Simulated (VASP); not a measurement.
GaN:

```
CELL_PARAMETERS angstrom
0.00000 2.25350 2.25350
2.25350 0.00000 2.25350
2.25350 2.25350 0.00000
ATOMIC_POSITIONS crystal
Ga 0.00000 0.00000 0.00000
N 0.25000 0.25000 0.25000
```

Base run:

| Quantity | Value |
| --- | --- |
| Program | VASP 6.6.1 |
| Functional | r2SCAN |
| Potentials or basis | VASP PAW PBE potentials, release 64 (Ga_d, N) |
| Cutoff | 520 eV |
| k mesh | 7 × 7 × 7 |
| Occupations | fermi-dirac, width 0.05 eV |
| Spin | non-collinear spin, zero start, spin-orbit coupling |
| Starting moments | [[0.0, 0.0, 0.0], [0.0, 0.0, 0.0]] μB |

Its results: pressure -0.1 GPa; net moment 0.00 μB per cell.

Question: The run is repeated on the same cell with these changes: functional from r2SCAN to HSE06; k mesh from 7 × 7 × 7 to 4 × 4 × 4. What comes out?

Answer: Pressure -1.3 GPa; net moment 0.00 μB per cell.

Several settings changed at once.

Caveats: some runs use coarse meshes; the PAW data sets were made with another functional, which shifts forces and pressure a little.
